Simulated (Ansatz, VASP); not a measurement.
**KC: VASP beside Ansatz**

```xyz
2
Lattice="3.3477 0.0000 0.0000 0.0000 3.3477 0.0000 0.0000 0.0000 3.6825" Properties=species:S:1:pos:R:3 pbc="T T T"
K     1.6739    1.6739    1.8413
C     0.0000    0.0000    0.0000
```

Change from the starting cell: species swapped into the ZnNi type (P4/mmm, No. 123).

Alike in both runs: functional PBE; k mesh 6 × 6 × 5; occupations gaussian, width 0.2 eV; no spin polarisation.

Ansatz relaxed the structure, and its values are those at the end. VASP's run is a single point on that final structure, the one shown.

|  | VASP | Ansatz |
| --- | --- | --- |
| version | VASP 6.6.1 | Ansatz 0.2.0 |
| potentials or method | VASP PAW PBE potentials, release 64 (K_sv, C), cutoff 600 eV | scalar-relativistic, plane waves, PAW |
| valence electrons in the cell | 13 | 13 |

```tsv
	VASP	Ansatz	Ansatz less VASP
gap on the k mesh at the Fermi level (eV)	none	none	-
pressure (GPa)	0.0	-0.1	-0.09
```

A gap of «none» marks a metal or a gap that the smearing closes. With one functional, cell and mesh, what is left measures potentials, basis and numerics.
